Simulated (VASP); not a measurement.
## HCl: single point with r2SCAN

Crystal: HCl.

```
H Cl
1.0
    -1.14968    2.29936    2.29936
     2.29936   -1.14968    2.29936
     2.29936    2.29936   -1.14968
H Cl
1 1
Direct
  0.00000 0.00000 0.00000
  0.50000 0.50000 0.50000
```

This cell differs from its parent crystal: ratio of the length along [111] to the lengths across it x 0.5, volume and fractional coordinates fixed.

```yaml
Program: VASP 6.6.1
Task: single point
Functional: r2SCAN
Potentials_or_basis: VASP PAW PBE potentials, release 64 (H, Cl)
Cutoff: 520 eV
k_mesh: 16 × 16 × 16
Occupations: gaussian, width 0.15 eV
Spin: no spin polarisation
Dipole_correction: no
Further_INCAR_settings: ALGO = Normal; EDIFF = 1e-07; NBANDS = 11
```

| Property | Result |
| --- | --- |
| Pressure | -7.2 GPa |
| Band gap on the k mesh | zero (band 4 reaches -2.04 eV, above the bottom of band 5 at -2.47 eV) |

Levels at points of the mesh, in eV from the Fermi level:
```
           k point  band 2  band 3  band 4  band 5  band 6  band 7
(0.00, 0.00, 0.00)   -0.87   -0.36   -0.36   -0.36   11.07   11.07
(0.50, 0.00, 0.00)   -3.44   -0.10   -0.10    1.33    8.76   12.52
(0.50, 0.50, 0.00)   -2.04   -2.04   -0.43    0.11   12.46   12.60
(0.50, 0.50, 0.50)   -1.58   -1.58   -1.58    0.25    8.72    8.72
```

It took 120 s on 1 thread of Intel(R) Xeon(R) 6975P-C (Granite Rapids), on a shared host, peak memory 0.2 GiB.

Caveat: the PAW data sets were made with another functional, which shifts forces and pressure a little.
